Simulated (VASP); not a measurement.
# RbBr3 (R-3m) in VASP: notebook

RbBr3 is run at these levels: PBE; tasks: single point, relaxation of cell and atoms.

Everything below comes from runs of VASP 6.6.1. Logs are shortened: lines on timing, memory, paths and dates and some standing lists are left out, and cuts for length are marked.

### Step 1. The cell of the first run

The structure is trigonal, space group R-3m (No. 166). The conventional cell has a = 6.313 Å, b = 6.313 Å, c = 12.790 Å, α = 90.00°, β = 90.00°, γ = 120.00°. Rb (site symmetry -3m) has 6 Br at 3.16 Å within 4.2 Å. Br (site symmetry 2/m) has 2 Rb at 3.16 Å and 4 Br at 3.16 Å within 4.2 Å.

### Step 2. Single point, PBE

Input file INCAR:

```
SYSTEM = RbBr3
PREC = Accurate ; ENCUT = 520
EDIFF = 1E-6 ; ISMEAR = 0
SIGMA = 0.1 ; LREAL = .False.
LASPH = .True. ; NELM = 80
ALGO = Normal ; ISIF = 2
LWAVE = .False. ; LCHARG = .False.
GGA = PE ; NBANDS = 23
```

Input file KPOINTS:

```
Automatic mesh
0
Gamma
  3 3 3
  0 0 0
```

Input file POSCAR:

```
RbBr3
1.0
    3.1564169500      1.8223581800      4.2634441100
   -3.1564169500      1.8223581800      4.2634441100
    0.0000000000     -3.6447163500      4.2634441100
Rb Br
1 3
Direct
    0.5000000000      0.5000000000      0.5000000000
    0.0000000000      0.0000000000      0.5000000000
    0.5000000000      0.0000000000      0.0000000000
    0.0000000000      0.5000000000      0.0000000000
```

Potentials or basis: VASP PAW PBE potentials, release 64 (Rb_sv, Br).

Launch:

```sh
cat potpaw_PBE.64/Rb_sv/POTCAR potpaw_PBE.64/Br/POTCAR > POTCAR
mpirun -np 1 vasp_std > vasp.out
```

OUTCAR:

```text
SYSTEM = RbBr3
   PREC = Accurate
   ENCUT = 520
   EDIFF = 1E-6
   ISMEAR = 0
   LREAL = .False.
   LASPH = .True.
   NELM = 80
   ISIF = 2
   GGA = PE

 ion  position               nearest neighbor table
   1  0.500  0.500  0.500-   2 3.16   2 3.16   3 3.16   3 3.16   4 3.16   4 3.16
   2  0.000  0.000  0.500-   1 3.16   1 3.16
   3  0.500  0.000  0.000-   1 3.16   1 3.16
   4  0.000  0.500  0.000-   1 3.16   1 3.16

  LATTYP: Found a trigonal (rhomboedric) cell.
 ALAT       =     5.6090028506
 COS(alpha) =     0.3666447017

  Lattice vectors:

 A1 = (   3.1564169500,   1.8223581800,   4.2634441100)
 A2 = (  -3.1564169500,   1.8223581800,   4.2634441100)
 A3 = (   0.0000000000,  -3.6447163500,   4.2634441100)

Analysis of symmetry for initial positions (statically):
=====================================================================
 Subroutine PRICEL returns:
 Original cell was already a primitive cell.

 Routine SETGRP: Setting up the symmetry group for a
 trigonal (rhombohedral) supercell.

 Subroutine GETGRP returns: Found 12 space group operations
 (whereof 12 operations were pure point group operations)
 out of a pool of 12 trial point group operations.

The static configuration has the point symmetry D_3d.

Analysis of symmetry for dynamics (positions and initial velocities):
=====================================================================
 Subroutine PRICEL returns:
 Original cell was already a primitive cell.

 Routine SETGRP: Setting up the symmetry group for a
 trigonal (rhombohedral) supercell.

 Subroutine GETGRP returns: Found 12 space group operations
 (whereof 12 operations were pure point group operations)
 out of a pool of 12 trial point group operations.

The dynamic configuration has the point symmetry D_3d.

 Subroutine INISYM returns: Found 12 space group operations
 (whereof 12 operations are pure point group operations),
 and found     1 'primitive' translations

----------------------------------------------------------------------------------------

                                     Primitive cell

  volume of cell :     147.1431

  direct lattice vectors                    reciprocal lattice vectors
     3.156416950  1.822358180  4.263444110     0.158407463  0.091456591  0.078184051
    -3.156416950  1.822358180  4.263444110    -0.158407463  0.091456591  0.078184051
     0.000000000 -3.644716350  4.263444110     0.000000000 -0.182913182  0.078184052

  length of vectors
     5.609002851  5.609002851  5.609002848     0.198922040  0.198922040  0.198922040

  position of ions in fractional coordinates (direct lattice)
     0.500000000  0.500000000  0.500000000
     0.000000000  0.000000000  0.500000000
     0.500000000  0.000000000  0.000000000
     0.000000000  0.500000000  0.000000000

  ion indices of the primitive-cell ions
   primitive index   ion index
                 1           1
                 2           2
                 3           3
                 4           4

----------------------------------------------------------------------------------------

 KPOINTS: Automatic mesh

Automatic generation of k-mesh.
 Grid dimensions read from file:
 generate k-points for:    3    3    3

 Generating k-lattice:

  Cartesian coordinates                     Fractional coordinates (reciprocal lattice)
     0.052802488  0.030485530  0.026061350     0.333333333  0.000000000  0.000000000
    -0.052802488  0.030485530  0.026061350     0.000000000  0.333333333  0.000000000
     0.000000000 -0.060971061  0.026061351     0.000000000  0.000000000  0.333333333

  Length of vectors
     0.066307347  0.066307347  0.066307347

  Shift w.r.t. Gamma in fractional coordinates (k-lattice)
     0.000000000  0.000000000  0.000000000

 Subroutine IBZKPT returns following result:
 ===========================================

 Found      6 irreducible k-points:

 Following reciprocal coordinates:
            Coordinates               Weight
  0.000000  0.000000  0.000000      1.000000
  0.333333 -0.000000  0.000000      6.000000
  0.333333  0.333333  0.000000      6.000000
 -0.333333  0.333333  0.000000      6.000000
  0.333333  0.333333  0.333333      2.000000
 -0.333333  0.333333  0.333333      6.000000
   k-points           NKPTS =      6   k-points in BZ     NKDIM =      6   number of bands    NBANDS=     23
   number of dos      NEDOS =    301   number of ions     NIONS =      4
   total plane-waves  NPLWV =  74088
   dimension x,y,z NGX =    42 NGY =   42 NGZ =   42
   dimension x,y,z NGXF=    84 NGYF=   84 NGZF=   84
   ions per type =               1   3
   NGX,Y,Z   is equivalent  to a cutoff of  12.45, 12.45, 12.45 a.u.
   NGXF,Y,Z  is equivalent  to a cutoff of  24.90, 24.90, 24.90 a.u.
 SYSTEM =  RbBr3
   PREC   = accura    normal or accurate (medium, high low for compatibility)
   ISTART =      0    job   : 0-new  1-cont  2-samecut
   ICHARG =      2    charge: 1-file 2-atom 10-const
   ISPIN  =      1    spin polarized calculation?
   LNONCOLLINEAR =      F non collinear calculations
   LSORBIT =      F    spin-orbit coupling
   LASPH  =      T    aspherical Exc in radial PAW
   ENCUT  =  520.0 eV  38.22 Ry    6.18 a.u.  10.43 10.43 10.43*2*pi/ulx,y,z
   NELM   =     80;   NELMIN=  2; NELMDL= -5     # of ELM steps
   EDIFF  = 0.1E-05   stopping-criterion for ELM
   LREAL  =      F    real-space projection
   EDIFFG = 0.1E-04   stopping-criterion for IOM
   NSW    =      0    number of steps for IOM
   IBRION =     -1    ionic relax: 0-MD 1-quasi-New 2-CG
   NFREE  =      0    steps in history (QN), initial steepest desc. (CG)
   ISIF   =      2    stress and relaxation
   ISYM   =      2    0-nonsym 1-usesym 2-fastsym
   POTIM  = 0.5000    time-step for ionic-motion
   TEBEG  =    0.0;   TEEND  =   0.0 temperature during run
   PSTRESS=    0.0 pullay stress
   NELECT =      30.0000    total number of electrons
   NUPDOWN=      -1.0000    fix difference up-down
   EMIN   =  10.00;   EMAX   =-10.00  energy-range for DOS
   EFERMI =   0.00;   METHOD = LEGACY
   ISMEAR =     0;   SIGMA  =   0.10  broadening in eV -4-tet -1-fermi 0-gaus
   EFERMI_NEDOS =   21; number of points for ismear=-14 and -15
   IALGO  =     38    algorithm
   IMIX   =      4    mixing-type and parameters
     AMIX     =   0.40;   BMIX     =  1.00
     AMIX_MAG =   1.60;   BMIX_MAG =  1.00
  volume/ion in A,a.u.               =      36.79       248.24
  Fermi-wavevector in a.u.,A,eV,Ry     =   0.963537  1.820822 12.631709  0.928404
  Thomas-Fermi vector in A             =   2.093091
   LORBIT       =      0    0 simple, 1 ext, 2 COOP (PROOUT), +10 PAW based schemes
   GGA     = PE    functional components
   LHFCALC =     F    Hartree Fock is set to
   AEXX    =    0.0000 exact exchange contribution
   IVDW    =     0    specifies the selected vdW correction
   LEPSILON=     F    determine dielectric tensor
   LRPA    =     F    only Hartree local field effects (RPA)
 non-spin polarized calculation
 Gauss-broadening in eV      SIGMA  =   0.10
  energy-cutoff  :      520.00
  volume of cell :      147.14
 maximum number of plane-waves:      3993
 NGX is ok and might be reduce to    42
   NGX = 21   NGY = 21   NGZ = 21

 number of electron      30.0000001 magnetization

 Free energy of the ion-electron system (eV)
  ---------------------------------------------------
  ext. energy  EPLUGINS =         0.00000000
  ---------------------------------------------------
  free energy    TOTEN  =        -8.33860757 eV

  energy without entropy =       -8.32250736  energy(sigma->0) =       -8.33055746

 E-fermi :  -0.6407     XC(G=0):  -7.4966

 val. band max:       -0.6681592850   @ k =   0.0000   0.0000   0.0000
 cond. band min:      -0.6286221401   @ k =   0.3333   0.3333   0.3333
 fundamental gap:      0.0395371449
 Fermi energy:        -0.6406543039

 k-point     1 :       0.0000    0.0000    0.0000
  band No.  band energies     occupation
      1     -25.6652      2.00000
      2     -15.0897      2.00000
      3     -13.9359      2.00000
      4     -13.9359      2.00000
      5     -10.0462      2.00000
      6     -10.0462      2.00000
[... 15 lines left out ...]
     22       6.7980      0.00000
     23       6.7980      0.00000

 k-point     2 :       0.3333   -0.0000    0.0000
  band No.  band energies     occupation
      1     -25.6637      2.00000
      2     -14.9362      2.00000
      3     -14.2452      2.00000
      4     -13.9691      2.00000
      5      -9.9230      2.00000
      6      -9.8245      2.00000
[... 15 lines left out ...]
     22       8.3790      0.00000
     23       8.5475      0.00000

 k-point     3 :       0.3333    0.3333    0.0000
  band No.  band energies     occupation
      1     -25.6634      2.00000
      2     -14.9209      2.00000
      3     -14.2389      2.00000
      4     -13.9909      2.00000
      5      -9.9229      2.00000
      6      -9.8333      2.00000
[... 15 lines left out ...]
     22       7.7573      0.00000
     23       8.2551      0.00000

 k-point     4 :      -0.3333    0.3333    0.0000
  band No.  band energies     occupation
      1     -25.6628      2.00000
      2     -14.6559      2.00000
      3     -14.6307      2.00000
      4     -13.9484      2.00000
      5      -9.8317      2.00000
      6      -9.7505      2.00000
[... 15 lines left out ...]
     22       8.7769      0.00000
     23       8.8124      0.00000

 k-point     5 :       0.3333    0.3333    0.3333
  band No.  band energies     occupation
      1     -25.6643      2.00000
      2     -15.0552      2.00000
      3     -13.9507      2.00000
      4     -13.9507      2.00000
      5     -10.0546      2.00000
      6     -10.0546      2.00000
[... 15 lines left out ...]
     22       6.7862      0.00000
     23       7.2398      0.00000

 k-point     6 :      -0.3333    0.3333    0.3333
  band No.  band energies     occupation
      1     -25.6631      2.00000
      2     -14.9020      2.00000
      3     -14.2593      2.00000
      4     -13.9873      2.00000
      5      -9.9277      2.00000
      6      -9.8436      2.00000
[... 15 lines left out ...]
     22       8.2864      0.00000
     23       8.8371      0.00000

------------------------ aborting loop because EDIFF is reached ----------------------------------------

  FORCE on cell =-STRESS in cart. coord.  units (eV):
  Direction    XX          YY          ZZ          XY          YZ          ZX
  --------------------------------------------------------------------------------------
  -------------------------------------------------------------------------------------
  Total        2.8360022      2.8360022     -0.2277812     -0.0000000     -0.0000000      0.0000000
  in kB       30.8799944     30.8799944     -2.4802103     -0.0000000     -0.0000000      0.0000000
  external PRESSURE =      19.7599262 kB  Pullay stress =       0.0000000 kB

 VOLUME and BASIS-vectors are now :
 -----------------------------------------------------------------------------
  energy-cutoff  :      520.00
  volume of cell :      147.14
      direct lattice vectors                 reciprocal lattice vectors
     3.156416950  1.822358180  4.263444110     0.158407463  0.091456591  0.078184051
    -3.156416950  1.822358180  4.263444110    -0.158407463  0.091456591  0.078184051
     0.000000000 -3.644716350  4.263444110     0.000000000 -0.182913182  0.078184052

 POSITION                                       TOTAL-FORCE (eV/Angst)
 -----------------------------------------------------------------------------------
      0.00000      0.00000      6.39517        -0.000000      0.000000      0.000000
      0.00000     -1.82236      2.13172         0.000000     -0.000000      0.000000
      1.57821      0.91118      2.13172        -0.000000     -0.000000     -0.000000
     -1.57821      0.91118      2.13172         0.000000     -0.000000      0.000000
 -----------------------------------------------------------------------------------
    total drift:                               -0.000000      0.000000     -0.000000

  FREE ENERGIE OF THE ION-ELECTRON SYSTEM (eV)
  ---------------------------------------------------
  free  energy   TOTEN  =        -8.3386075718 eV

  energy  without entropy=       -8.3225073572  energy(sigma->0) =       -8.33055746
```

Wall time 20 s (1 thread of Intel Xeon Platinum 8488C (Sapphire Rapids), shared host); peak memory 0.24 GiB.

Results:

- Free energy: -8.3386 eV
- Pressure: 2.0 GPa
- Band gap on the k mesh: zero (band 15 reaches 0.29 eV, above the bottom of band 16 at -0.69 eV)

Caveat: the k points lie up to 0.42 Å⁻¹ apart.

### Step 3. Single point, PBE

This run uses another cell than the first one, of 38.73 Å³/atom, 1.053 times its volume.

Input file INCAR:

```
SYSTEM = RbBr3
PREC = Accurate
ENCUT = 520
EDIFF = 1E-6
ISMEAR = 0
SIGMA = 0.1
LREAL = .FALSE.
LASPH = .TRUE.
NELM = 100
ALGO = Normal
ISIF = 2
LWAVE = .FALSE.
LCHARG = .FALSE.
GGA = PE
NBANDS = 23
```

Input file KPOINTS:

```
regular mesh
0
G
  3 3 3
  0 0 0
```

Input file POSCAR:

```
RbBr3
1.0
    3.2734195014      1.8899096320      4.1734297566
   -3.2734195014      1.8899096320      4.1734297566
    0.0000000000     -3.7798192590      4.1734297588
Rb Br
1 3
Direct
    0.5000000000      0.5000000000      0.5000000000
    0.0000000000      0.0000000000      0.5000000000
    0.5000000000      0.0000000000      0.0000000000
    0.0000000000      0.5000000000      0.0000000000
```

Potentials or basis: VASP PAW PBE potentials, release 64 (Rb_sv, Br).

Launch:

```sh
cat potpaw_PBE.64/Rb_sv/POTCAR potpaw_PBE.64/Br/POTCAR > POTCAR
mpirun -np 1 vasp_std > vasp.out
```

Wall time 18 s (1 thread of Intel Xeon Platinum 8488C (Sapphire Rapids), shared host); peak memory 0.24 GiB.

It converged, with:

```
Free energy            : -8.4472 eV
Pressure               : 0.0 GPa
Band gap on the k mesh : zero (band 15 reaches -0.36 eV, above the bottom of band 16 at -1.14 eV)
```

Stress tensor (GPa, compression positive):
```
 0.17  0.00  0.00
 0.00  0.17  0.00
 0.00  0.00 -0.26
```

Levels at points of the mesh, in eV from the Fermi level:
| k point | band 12 | band 13 | band 14 | band 15 | band 16 | band 17 | band 18 | band 19 |
| --- | --- | --- | --- | --- | --- | --- | --- | --- |
| (0.00, 0.00, 0.00) | -0.89 | -0.89 | -0.05 | 0.73 | 0.73 | 4.46 | 6.16 | 6.16 |

Caveat: the k points lie up to 0.41 Å⁻¹ apart.

### Step 4. Relaxation of cell and atoms, PBE

Input file INCAR:

```
SYSTEM = RbBr3
ALGO = Normal
EDIFF = 1E-6
EDIFFG = -0.04
ENCUT = 600
GGA = PE
IBRION = 2
ISIF = 3
ISMEAR = 0
LASPH = .TRUE.
LCHARG = .FALSE.
LREAL = .FALSE.
LWAVE = .FALSE.
NELM = 60
NSW = 90
PREC = Accurate
SIGMA = 0.1
```

Input file KPOINTS:

```
k-points
0
G
  3 3 3
  0 0 0
```

Input file POSCAR:

```
RbBr3
1.0
    3.1564169500      1.8223581800      4.2634441100
   -3.1564169500      1.8223581800      4.2634441100
    0.0000000000     -3.6447163500      4.2634441100
Rb Br
1 3
Direct
    0.5000000000      0.5000000000      0.5000000000
    0.0000000000      0.0000000000      0.5000000000
    0.5000000000      0.0000000000      0.0000000000
    0.0000000000      0.5000000000      0.0000000000
```

Launch:

```sh
cat potpaw_PBE.64/Rb_sv/POTCAR potpaw_PBE.64/Br/POTCAR > POTCAR
mpirun -np 1 vasp_std > vasp.out
```

Wall time 1.7 min (1 thread of Intel Xeon Platinum 8488C (Sapphire Rapids), shared host); peak memory 0.33 GiB.

Results (log left out):

| Quantity | Value |
| --- | --- |
| Free energy | -8.4577 eV |
| Relaxed volume | 36.82 Å³/atom |
| Relaxed cell | a = 5.472 Å, b = 5.472 Å, c = 5.472 Å, α = 73.71°, β = 73.71°, γ = 73.71° |
| Space group after relaxing (to 0.05 Å) | R-3m (No. 166) |
| Energy gained by relaxing | 29.8 meV/atom |
| Ionic steps | 9 |
| Pressure after relaxing | 0.0 GPa |
| Band gap on the k mesh | zero (band 15 reaches -0.15 eV, above the bottom of band 16 at -0.91 eV) |

Stress tensor (GPa, compression positive):
```
 0.07  0.00  0.00
 0.00  0.07  0.00
 0.00  0.00 -0.10
```

Step by step:
| step | energy change (eV) | largest force (eV/Å) | pressure (GPa) | volume (Å³) |
| --- | --- | --- | --- | --- |
| 1 | 0.0000 | 0.0000 | 1.98 | 147.14 |
| 2 | -0.1023 | 0.0000 | 0.13 | 156.95 |
| 3 | -0.1040 | 0.0000 | -0.12 | 158.73 |
| 4 | -0.1040 | 0.0000 | -0.08 | 158.50 |
| 5 | -0.1049 | 0.0000 | -0.09 | 158.01 |
| 6 | -0.1061 | 0.0000 | -0.09 | 157.30 |
| 7 | -0.1085 | 0.0000 | -0.08 | 155.87 |
| 8 | -0.1129 | 0.0000 | -0.06 | 153.01 |
| 9 | -0.1191 | 0.0000 | 0.01 | 147.30 |

Final structure:
```
Rb Br
1.0
     3.28208    1.89491    3.94741
    -3.28208    1.89491    3.94741
     0.00000   -3.78982    3.94741
Rb Br
1 3
Direct
  0.50000 0.50000 0.50000
  0.00000 0.00000 0.50000
  0.50000 0.00000 0.00000
  0.00000 0.50000 0.00000
```

Levels at points of the mesh, in eV from the Fermi level:
```tsv
k point	band 11	band 12	band 13	band 14	band 15	band 16	band 17	band 18	band 19
(0.00, 0.00, 0.00)	-1.19	-0.93	-0.93	-0.07	0.71	0.71	4.59	6.09	6.09
```

Caveat: the k points lie up to 0.41 Å⁻¹ apart in the final cell.

### Step 5. Summary

```tsv
task	cell	cutoff (eV)	gap on the mesh (eV)	pressure (GPa)
single point	a = 5.609 Å, angles 68.5°, 4 atoms	520	none	2.0
single point	a = 5.631 Å, angles 71.1°, 4 atoms	520	none	0.0
relaxation of cell and atoms	relaxed from a = 5.609 Å, angles 68.5°, 4 atoms	600	none	0.0
```

Alike in all rows: level PBE; potentials or basis VASP PAW PBE potentials, release 64 (Rb_sv, Br); no spin polarisation; k mesh 3 × 3 × 3; smearing gaussian 0.1 eV.

Caveats: all runs use coarse meshes.

Total energies depend on the potentials used, so only differences within one code and one set of settings carry meaning.
